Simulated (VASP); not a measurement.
ScS4:

```
CELL_PARAMETERS angstrom
4.30029 0.00000 0.00000
-2.15014 3.72416 0.00000
0.00000 0.00000 6.83597
ATOMIC_POSITIONS crystal
Sc 0.00000 0.00000 0.50000
S 0.33333 0.66667 0.69451
S 0.66667 0.33333 0.69451
S 0.66667 0.33333 0.30549
S 0.33333 0.66667 0.30549
```

The cell was generated, and may not be a known phase.

| Property | Result |
| --- | --- |
| Program | VASP 6.6.1 |
| Task | relaxation of cell and atoms |
| Functional | PBE |
| Potentials or basis | VASP PAW PBE potentials, release 64 (Sc_sv, S) |
| Cutoff | 600 eV |
| k mesh | 6 × 6 × 4 |
| Occupations | gaussian, width 0.1 eV |
| Spin | no spin polarisation |

At the start: pressure 3.0 GPa; volume 21.90 Å³/atom.

Task: How do energy, volume and symmetry change on relaxing?

Result: Over 10 steps the energy falls by 21.9 meV/atom and the volume is 22.74 Å³/atom (+3.9 %); space group P6/mmm (No. 191, to 0.1 Å) before and after.

The path:
```
step  energy change (eV)  largest force (eV/Å)  pressure (GPa)  volume (Å³)
   1              0.0000                0.2028            2.96       109.48
   2             -0.0457                0.1362           -1.01       116.00
   3             -0.0516                0.0577           -0.09       114.28
   4             -0.0547                0.0697           -0.09       114.21
   5             -0.0709                0.1831            0.07       113.98
   6             -0.1085                0.0348            0.24       113.45
   7             -0.1089                0.0463            0.29       113.28
   8             -0.1093                0.0158            0.27       113.35
   9             -0.1052                0.0298           -0.69       115.06
  10             -0.1096                0.0081            0.07       113.70
```

Final structure:
```
CELL_PARAMETERS angstrom
4.46821 0.00000 0.00000
-2.23411 3.86959 0.00000
0.00000 0.00000 6.57580
ATOMIC_POSITIONS crystal
Sc 0.00000 0.00000 0.50000
S 0.33333 0.66667 0.69154
S 0.66667 0.33333 0.69154
S 0.66667 0.33333 0.30846
S 0.33333 0.66667 0.30846
```

Caveat: this functional lacks dispersion, which binds layers or chains, so the pressure and a relaxed spacing across them are unreliable; an odd number of electrons without spin polarisation forces a metal; a magnetic or distorted state may lie lower.
